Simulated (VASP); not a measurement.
# Cd4Te3O (P4mm) in VASP: further runs

Cd4Te3O is run at these levels: PBE; tasks: single point, relaxation of cell and atoms.

Everything below comes from runs of VASP 6.6.1. Logs are shortened: lines on timing, memory, paths and dates and some standing lists are left out, and cuts for length are marked.

## Step 1: The cell of the first run

It takes space group P4mm (No. 99, tetragonal). Conventional cell: a = 4.569 Å, b = 4.569 Å, c = 10.665 Å, α = 90.00°, β = 90.00°, γ = 90.00°. Cd (site symmetry 2mm) has 4 Te at 2.92 to 2.94 Å and 4 Cd at 3.23 Å within 3.8 Å. Cd (site symmetry 2mm) has 2 O at 2.35 Å and 2 Te at 2.91 Å within 3.1 Å. Within 3.8 Å of Te (site symmetry 4mm) lie 4 Cd at 2.92 Å. Te (site symmetry 4mm) has 8 Cd at 2.94 to 3.62 Å within 3.9 Å. Within 3.8 Å of Te (site symmetry 4mm) lie 4 Cd at 2.91 Å. O (site symmetry 4mm) has 4 Cd at 2.35 Å within 3.1 Å.

## Step 2: Single point, PBE

The input, INCAR:

```
SYSTEM = Cd4Te3O
PREC     = Accurate       ! precision mode
ENCUT    = 520            ! plane-wave cutoff, eV
EDIFF    = 1E-6           ! SCF threshold, eV
ISMEAR   = 0              ! smearing method
SIGMA    = 0.15           ! smearing width, eV
LREAL    = .FALSE.        ! projectors in reciprocal space
LASPH    = .TRUE.         ! aspherical terms in the spheres
NELM     = 80             ! most SCF steps
ALGO     = Normal         ! electronic algorithm
ISIF     = 2              ! what is computed and relaxed
LWAVE    = .FALSE.        ! write WAVECAR
LCHARG   = .TRUE.         ! write CHGCAR
GGA      = PE             ! functional
LELF     = .TRUE.         ! ELF
LVHAR    = .TRUE.       
NBANDS   = 46             ! bands
```

The input, KPOINTS:

```
regular mesh
0
G
  3 3 1
  0 0 0
```

The input, POSCAR:

```
Cd4Te3O
1.0
    4.5688773842      0.0000000000      0.0000000000
    0.0000000000      4.5688773842      0.0000000000
    0.0000000000      0.0000000000     10.6650855659
Cd Te O
4 3 1
Direct
    0.5000000000      0.0000000000      0.0168182141
    0.5000000000      0.0000000000      0.4533853876
    0.0000000000      0.5000000000      0.0168182141
    0.0000000000      0.5000000000      0.4533853876
    0.5000000000      0.5000000000      0.8464916399
    0.0000000000      0.0000000000      0.1900612315
    0.0000000000      0.0000000000      0.6217147000
    0.5000000000      0.5000000000      0.4013252753
```

Potentials or basis: VASP PAW PBE potentials, release 64 (Cd, Te, O).

On the command line:

```sh
$ cat potpaw_PBE.64/Cd/POTCAR potpaw_PBE.64/Te/POTCAR potpaw_PBE.64/O/POTCAR > POTCAR
$ mpirun -np 1 vasp_std > vasp.out
```

OUTCAR:

```text
SYSTEM = Cd4Te3O
   PREC = Accurate
   ENCUT = 520
   EDIFF = 1E-6
   ISMEAR = 0
   LREAL = .FALSE.
   LASPH = .TRUE.
   NELM = 80
   ISIF = 2
   GGA = PE

 ion  position               nearest neighbor table
   1  0.500  0.000  0.017-   5 2.92   5 2.92   6 2.94   6 2.94   3 3.23   3 3.23   3 3.23   3 3.23

   2  0.500  0.000  0.453-   8 2.35   8 2.35   7 2.91   7 2.91   4 3.23   4 3.23   4 3.23   4 3.23
                             6 3.62   6 3.62
   3  0.000  0.500  0.017-   5 2.92   5 2.92   6 2.94   6 2.94   1 3.23   1 3.23   1 3.23   1 3.23
[... 6 lines left out ...]
   7  0.000  0.000  0.622-   2 2.91   4 2.91   4 2.91   2 2.91
   8  0.500  0.500  0.401-   2 2.35   4 2.35   2 2.35   4 2.35

  LATTYP: Found a simple tetragonal cell.
 ALAT       =     4.5688773842
 C/A-ratio  =     2.3342901700

  Lattice vectors:

 A1 = (   4.5688773842,   0.0000000000,   0.0000000000)
 A2 = (   0.0000000000,   4.5688773842,   0.0000000000)
 A3 = (   0.0000000000,   0.0000000000,  10.6650855659)

Analysis of symmetry for initial positions (statically):
=====================================================================
 Subroutine PRICEL returns:
 Original cell was already a primitive cell.

 Routine SETGRP: Setting up the symmetry group for a
 simple tetragonal supercell.

 Subroutine GETGRP returns: Found  8 space group operations
 (whereof  8 operations were pure point group operations)
 out of a pool of 16 trial point group operations.

The static configuration has the point symmetry C_4v.

Analysis of symmetry for dynamics (positions and initial velocities):
=====================================================================
 Subroutine PRICEL returns:
 Original cell was already a primitive cell.

 Routine SETGRP: Setting up the symmetry group for a
 simple tetragonal supercell.

 Subroutine GETGRP returns: Found  8 space group operations
 (whereof  8 operations were pure point group operations)
 out of a pool of 16 trial point group operations.

The dynamic configuration has the point symmetry C_4v.

 Subroutine INISYM returns: Found  8 space group operations
 (whereof  8 operations are pure point group operations),
 and found     1 'primitive' translations

----------------------------------------------------------------------------------------

                                     Primitive cell

  volume of cell :     222.6298

  direct lattice vectors                    reciprocal lattice vectors
[... 84 lines left out ...]
   ISYM   =      2    0-nonsym 1-usesym 2-fastsym
   POTIM  = 0.5000    time-step for ionic-motion
   TEBEG  =    0.0;   TEEND  =   0.0 temperature during run
   PSTRESS=    0.0 pullay stress
   NELECT =      72.0000    total number of electrons
   NUPDOWN=      -1.0000    fix difference up-down
   EMIN   =  10.00;   EMAX   =-10.00  energy-range for DOS
   EFERMI =   0.00;   METHOD = LEGACY
   ISMEAR =     0;   SIGMA  =   0.15  broadening in eV -4-tet -1-fermi 0-gaus
   EFERMI_NEDOS =   21; number of points for ismear=-14 and -15
   IALGO  =     38    algorithm
   IMIX   =      4    mixing-type and parameters
     AMIX     =   0.40;   BMIX     =  1.00
     AMIX_MAG =   1.60;   BMIX_MAG =  1.00
  volume/ion in A,a.u.               =      27.83       187.80
  Fermi-wavevector in a.u.,A,eV,Ry     =   1.123719  2.123522 17.180693  1.262745
  Thomas-Fermi vector in A             =   2.260387
   LORBIT       =      0    0 simple, 1 ext, 2 COOP (PROOUT), +10 PAW based schemes
   GGA     = PE    functional components
   LHFCALC =     F    Hartree Fock is set to
   AEXX    =    0.0000 exact exchange contribution
   IVDW    =     0    specifies the selected vdW correction
   LEPSILON=     F    determine dielectric tensor
   LRPA    =     F    only Hartree local field effects (RPA)
 non-spin polarized calculation
 Gauss-broadening in eV      SIGMA  =   0.15
  energy-cutoff  :      520.00
  volume of cell :      222.63
 maximum number of plane-waves:      6029
 NGX is ok and might be reduce to    36
   NGX = 17   NGY = 17   NGZ = 39

 number of electron      71.9999969 magnetization

 Free energy of the ion-electron system (eV)
  ---------------------------------------------------
  ext. energy  EPLUGINS =         0.00000000
  ---------------------------------------------------
  free energy    TOTEN  =       -20.17897801 eV

  energy without entropy =      -20.17885414  energy(sigma->0) =      -20.17891607

 E-fermi :   2.9552     XC(G=0):  -9.2323

 val. band max:        2.5972520414   @ k =   0.0000   0.0000   0.0000
 cond. band min:       3.2922495955   @ k =   0.0000   0.0000   0.0000
 fundamental gap:      0.6949975541
 Fermi energy:         2.9551764376

 k-point     1 :       0.0000    0.0000    0.0000
  band No.  band energies     occupation
      1     -13.7346      2.00000
      2      -8.6938      2.00000
      3      -8.3555      2.00000
      4      -7.7475      2.00000
      5      -6.4291      2.00000
      6      -6.1798      2.00000
[... 136 lines left out ...]
     45       8.8842      0.00000
     46       9.1211      0.00000

------------------------ aborting loop because EDIFF is reached ----------------------------------------

  FORCE on cell =-STRESS in cart. coord.  units (eV):
  Direction    XX          YY          ZZ          XY          YZ          ZX
  --------------------------------------------------------------------------------------
  -------------------------------------------------------------------------------------
  Total        1.0470914      1.0470914      0.0244264      0.0000000      0.0000000      0.0000000
  in kB        7.5354957      7.5354957      0.1757873      0.0000000      0.0000000      0.0000000
  external PRESSURE =       5.0822596 kB  Pullay stress =       0.0000000 kB

 VOLUME and BASIS-vectors are now :
 -----------------------------------------------------------------------------
  energy-cutoff  :      520.00
  volume of cell :      222.63
      direct lattice vectors                 reciprocal lattice vectors
     4.568877384  0.000000000  0.000000000     0.218872146  0.000000000  0.000000000
     0.000000000  4.568877384  0.000000000     0.000000000  0.218872146  0.000000000
     0.000000000  0.000000000 10.665085566     0.000000000  0.000000000  0.093763898

 POSITION                                       TOTAL-FORCE (eV/Angst)
 -----------------------------------------------------------------------------------
      2.28444      0.00000      0.17937         0.000000      0.000000     -0.005259
      2.28444      0.00000      4.83539         0.000000      0.000000      0.029090
      0.00000      2.28444      0.17937         0.000000      0.000000     -0.005259
      0.00000      2.28444      4.83539         0.000000     -0.000000      0.029090
      2.28444      2.28444      9.02791         0.000000      0.000000     -0.011032
      0.00000      0.00000      2.02702         0.000000      0.000000      0.003157
      0.00000      0.00000      6.63064         0.000000      0.000000     -0.003355
      2.28444      2.28444      4.28017         0.000000      0.000000     -0.036433
 -----------------------------------------------------------------------------------
    total drift:                                0.000000     -0.000000      0.002638

  FREE ENERGIE OF THE ION-ELECTRON SYSTEM (eV)
  ---------------------------------------------------
  free  energy   TOTEN  =       -20.1789780056 eV

  energy  without entropy=      -20.1788541382  energy(sigma->0) =      -20.17891607
```

OSZICAR:

```text
N       E                     dE             d eps       ncg     rms          rms(c)
DAV:   1     0.496031948495E+03    0.49603E+03   -0.33796E+04   276   0.141E+03
DAV:   2     0.110556775344E+02   -0.48498E+03   -0.47180E+03   294   0.347E+02
DAV:   3    -0.234667421200E+02   -0.34522E+02   -0.34189E+02   330   0.883E+01
DAV:   4    -0.240135745008E+02   -0.54683E+00   -0.54611E+00   308   0.950E+00
DAV:   5    -0.240209092798E+02   -0.73348E-02   -0.73345E-02   322   0.112E+00    0.151E+01
DAV:   6    -0.206396607532E+02    0.33812E+01   -0.15629E+01   374   0.278E+01    0.126E+01
DAV:   7    -0.202536386162E+02    0.38602E+00   -0.43857E+00   324   0.861E+00    0.784E+00
DAV:   8    -0.201749076419E+02    0.78731E-01   -0.84033E-01   306   0.424E+00    0.108E+00
DAV:   9    -0.201790671193E+02   -0.41595E-02   -0.60842E-02   294   0.120E+00    0.597E-01
DAV:  10    -0.201785750973E+02    0.49202E-03   -0.66270E-03   320   0.318E-01    0.264E-01
DAV:  11    -0.201788961301E+02   -0.32103E-03   -0.18038E-03   318   0.187E-01    0.116E-01
DAV:  12    -0.201789523930E+02   -0.56263E-04   -0.24418E-04   324   0.730E-02    0.704E-02
DAV:  13    -0.201789779105E+02   -0.25517E-04   -0.10645E-04   294   0.395E-02    0.143E-02
DAV:  14    -0.201789779867E+02   -0.76225E-07   -0.11295E-05   260   0.147E-02    0.775E-03
DAV:  15    -0.201789780056E+02   -0.18866E-07   -0.28528E-06   246   0.580E-03
   1 F= -.20178978E+02 E0= -.20178916E+02  d E =-.123867E-03
```

stdout:

```text
POSCAR found type information on POSCAR CdTeO
 POSCAR found :  3 types and       8 ions
 scaLAPACK will be used
 LDA part: xc-table for (Slater+PW92), standard interpolation
 POSCAR, INCAR and KPOINTS ok, starting setup
 FFT: planning ... GRIDC
 FFT: planning ... GRID_SOFT
 FFT: planning ... GRID
 WAVECAR not read
 entering main loop
```

It took 32 s on 1 thread of Intel Xeon Platinum 8488C (Sapphire Rapids), shared host; peak memory 0.31 GiB.

What came out:

```
Free energy            : -20.1790 eV
Pressure               : 0.5 GPa
Largest force          : 0.036 eV/Å
Band gap on the k mesh : 0.69 eV, direct
```

Forces in eV/Å, atoms in the order of the input:
```
Cd   0.000  0.000 -0.005
Cd   0.000  0.000  0.029
Cd   0.000  0.000 -0.005
Cd   0.000  0.000  0.029
Te   0.000  0.000 -0.011
Te   0.000  0.000  0.003
Te   0.000  0.000 -0.003
O    0.000  0.000 -0.036
```

Stress tensor (GPa, compression positive):
```
0.75 0.00 0.00
0.00 0.75 0.00
0.00 0.00 0.02
```

Levels at points of the mesh, in eV from the valence-band top:
| k point | band 32 | band 33 | band 34 | band 35 | band 36 | band 37 | band 38 | band 39 | band 40 | band 41 |
| --- | --- | --- | --- | --- | --- | --- | --- | --- | --- | --- |
| (0.00, 0.00, 0.00) | -0.61 | -0.61 | -0.27 | 0.00 | 0.00 | 0.69 | 1.01 | 2.19 | 2.70 | 3.65 |

Caveat: the k points lie up to 0.59 Å⁻¹ apart; spin-orbit coupling is left out, which moves the levels of the heavy elements. PBE gaps usually lie below the measured ones, often by a third to a half.

## Step 3: Relaxation of cell and atoms, PBE

This run uses another cell than the first one, of 26.28 Å³/atom, 0.944 times its volume.

The input, INCAR:

```
ALGO     = Normal         # electronic algorithm
EDIFF    = 1E-6           # SCF threshold, eV
EDIFFG   = -0.08          # ionic threshold
ENCUT    = 600            # plane-wave cutoff, eV
GGA      = PE             # functional
IBRION   = 2              # ionic algorithm
ISIF     = 3              # what is computed and relaxed
ISMEAR   = 0              # smearing method
LASPH    = T              # aspherical terms in the spheres
LCHARG   = F              # write CHGCAR
LREAL    = F              # projectors in reciprocal space
LWAVE    = F              # write WAVECAR
NELM     = 80             # most SCF steps
NSW      = 36             # ionic steps
PREC     = Accurate       # precision mode
SIGMA    = 0.15           # smearing width, eV
```

The input, KPOINTS:

```
k-points
0
Gamma
  3 3 1
```

The input, POSCAR:

```
Cd4Te3O
1.0
    3.9222981800      0.0000000000      0.0000000000
    0.0000000000      3.9222981800      0.0000000000
    0.0000000000      0.0000000000     13.6669919300
Cd Te O
4 3 1
Direct
    0.5000000000      0.0000000000      0.0030040000
    0.5000000000      0.0000000000      0.4863730100
    0.0000000000      0.5000000000      0.0030040000
    0.0000000000      0.5000000000      0.4863730100
    0.5000000000      0.5000000000      0.8616139900
    0.0000000000      0.0000000000      0.1441340000
    0.0000000000      0.0000000000      0.6153920300
    0.5000000000      0.5000000000      0.4001060100
```

Potentials or basis: VASP PAW PBE potentials, release 64 (Cd, Te, O).

On the command line:

```sh
$ cat potpaw_PBE.64/Cd/POTCAR potpaw_PBE.64/Te/POTCAR potpaw_PBE.64/O/POTCAR > POTCAR
$ mpirun -np 1 vasp_std > vasp.out
```

It took 13 min on 1 thread of Intel Xeon Platinum 8488C (Sapphire Rapids), shared host; peak memory 0.35 GiB.

The run converged. Its results:

```yaml
Free_energy: -20.1654 eV
Relaxed_volume: 27.73 Å³/atom
Relaxed_cell: a = 4.598 Å, b = 4.598 Å, c = 10.494 Å, α = 90.00°, β = 90.00°, γ = 90.00°
Space_group_after_relaxing_to_0.05_Å: P4mm (No. 99)
Energy_gained_by_relaxing: 523.3 meV/atom
Ionic_steps: 33
Pressure_after_relaxing: 0.2 GPa
Largest_force_after_relaxing: 0.053 eV/Å
Band_gap_on_the_k_mesh: 0.67 eV, direct
```

Forces on the atoms (eV/Å):
```
Cd   0.000  0.000  0.039
Cd   0.000  0.000 -0.053
Cd   0.000  0.000  0.039
Cd   0.000  0.000 -0.053
Te   0.000  0.000  0.010
Te   0.000  0.000  0.049
Te   0.000  0.000 -0.032
O    0.000  0.000  0.001
```

Step by step:
```
step  energy change (eV)  largest force (eV/Å)  pressure (GPa)  volume (Å³)
   1              0.0000                4.0913           18.35       210.26
   2             -1.8911                2.0069           -5.37       315.21
   3             -3.0181                1.3922           -0.45       264.40
   4             -3.5216                1.0861           -0.34       266.15
   5             -3.8767                0.7132           -0.10       267.49
   6             -3.8777                0.6988           -0.07       267.49
   7             -3.9438                0.5228           -0.22       266.97
   8             -4.0258                0.0958           -0.54       265.53
   9             -4.0265                0.1355           -0.57       265.39
  10             -4.0221                0.3366            0.92       256.02
  11             -4.0357                0.1033            0.08       261.07
  12             -4.0433                0.1258            0.03       259.85
  13             -4.0507                0.4092           -0.06       256.05
  14             -4.0546                0.3954           -0.12       255.25
  15             -4.0650                0.3584           -0.29       252.82
  16             -4.0796                0.2982           -0.58       247.86
  17             -4.0735                0.2321           -1.00       237.49
  18             -4.0822                0.2928           -0.71       244.17
  19             -4.0910                0.2889           -0.60       242.17
  20             -4.1124                0.2807           -0.26       236.23
  21             -4.1230                0.3621            0.64       224.51
  22             -4.1250                0.3343            0.36       227.48
  23             -4.1397                0.2553            0.20       226.19
  24             -4.1568                0.2360           -0.14       222.54
  25             -4.1620                0.2319            0.01       221.74
  26             -4.1677                0.2232            0.39       220.09
  27             -4.1719                0.1918            0.23       220.75
  28             -4.1772                0.1988           -0.27       222.73
  29             -4.1804                0.1707           -0.22       222.61
  30             -4.1839                0.1236           -0.08       222.36
  31             -4.1841                0.1222           -0.04       222.28
  32             -4.1855                0.0884            0.04       222.10
  33             -4.1867                0.0535            0.16       221.81
```

Final structure:
```xyz
8
Lattice="4.5975 0.0000 0.0000 0.0000 4.5975 0.0000 0.0000 0.0000 10.4938" Properties=species:S:1:pos:R:3 pbc="T T T"
Cd    2.2988    0.0000    0.0972
Cd    2.2988    0.0000    4.8320
Cd    0.0000    2.2988    0.0972
Cd    4.5975    2.2988    4.8320
Te    2.2988    2.2988    8.7937
Te    0.0000    0.0000    1.9347
Te    0.0000    0.0000    6.6039
O     2.2988    2.2988    4.2907
```

Levels at points of the mesh, in eV from the valence-band top:
| k point | band 33 | band 34 | band 35 | band 36 | band 37 | band 38 | band 39 | band 40 |
| --- | --- | --- | --- | --- | --- | --- | --- | --- |
| (0.00, 0.00, 0.00) | -0.71 | -0.30 | 0.00 | 0.00 | 0.67 | 0.94 | 2.07 | 2.67 |

Caveat: the k points lie up to 0.60 Å⁻¹ apart in the final cell; spin-orbit coupling is left out, which moves the levels of the heavy elements; the relaxation stopped at a loose force limit of 0.08 eV/Å, so its end isn't a converged minimum.
